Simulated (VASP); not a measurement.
The system is GaN.

```
Ga N
1.0
     0.00000    2.12090    2.12090
     2.12090    0.00000    2.12090
     2.12090    2.12090    0.00000
Ga N
1 1
Cartesian
  0.0000 0.0000 0.0000
  2.1209 2.1209 2.1209
```

Base run:

| Property | Result |
| --- | --- |
| Program | VASP 6.6.1 |
| Functional | PBEsol |
| Potentials or basis | VASP PAW PBE potentials, release 64 (Ga_d, N) |
| Cutoff | 520 eV |
| k mesh | 11 × 11 × 11 |
| Occupations | fermi-dirac, width 0.05 eV |
| Spin | no spin polarisation |

Its results: band gap on the k mesh 0.59 eV, indirect (least direct gap 2.62 eV); pressure -3.1 GPa.

Question: After a change of settings the same cell gave: band gap on the k mesh 1.18 eV, indirect (least direct gap 3.18 eV); pressure -2.9 GPa. Which change was it?
A. functional from PBEsol to LDA; potentials or basis from VASP PAW PBE potentials, release 64 (Ga_d, N) to VASP PAW LDA potentials, release 64 (Ga_d, N_h); cutoff from 520 eV to 910 eV
B. further incar settings from ALGO = Normal; EDIFF = 1e-06; NBANDS = 16 to ALGO = Normal; EDIFF = 1e-07; NBANDS = 16
C. functional from PBEsol to PBE0; k mesh from 11 × 11 × 11 to 6 × 6 × 6
D. functional from PBEsol to r2SCAN

Answer: D.

r2SCAN gives the wider gap, since meta-GGAs in the generalised Kohn-Sham scheme recover part of the derivative discontinuity.

Caveats: the PAW data sets were made with another functional, which shifts forces and pressure a little.
